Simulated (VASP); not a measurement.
**Ir: single point with PBE**

Ir:

```
CELL_PARAMETERS angstrom
0.00000 1.93790 1.93790
1.93790 0.00000 1.93790
1.93790 1.93790 0.00000
ATOMIC_POSITIONS crystal
Ir 0.00000 0.00000 0.00000
```

- Program: VASP 6.6.1
- Task: single point
- Functional: PBE
- Potentials or basis: VASP PAW PBE potentials, release 64 (Ir)
- Cutoff: 500 eV
- k mesh: 8 × 8 × 8
- Occupations: gaussian, width 0.1 eV
- Spin: no spin polarisation
- Dipole correction: no
- Further INCAR settings: ALGO = Normal; EDIFF = 1e-06; NBANDS = 10

* Pressure: 0.4 GPa

Levels at points of the mesh, in eV from the Fermi level:
```
           k point  band 2  band 3  band 4  band 5  band 6  band 7
(0.00, 0.00, 0.00)   -3.77   -3.77   -3.77   -1.19   -1.19   14.31
(0.50, 0.00, 0.00)   -3.86   -3.86   -0.73    0.80    0.80    6.93
(0.50, 0.50, 0.00)   -7.09    0.78    1.35    1.35    1.65   10.08
```

Run time: 4.1 s on 1 thread of Intel Xeon 6975P-C, on a shared host, peak memory 0.12 GiB.

Caveat: spin-orbit coupling is left out, which moves the levels of the heavy elements.
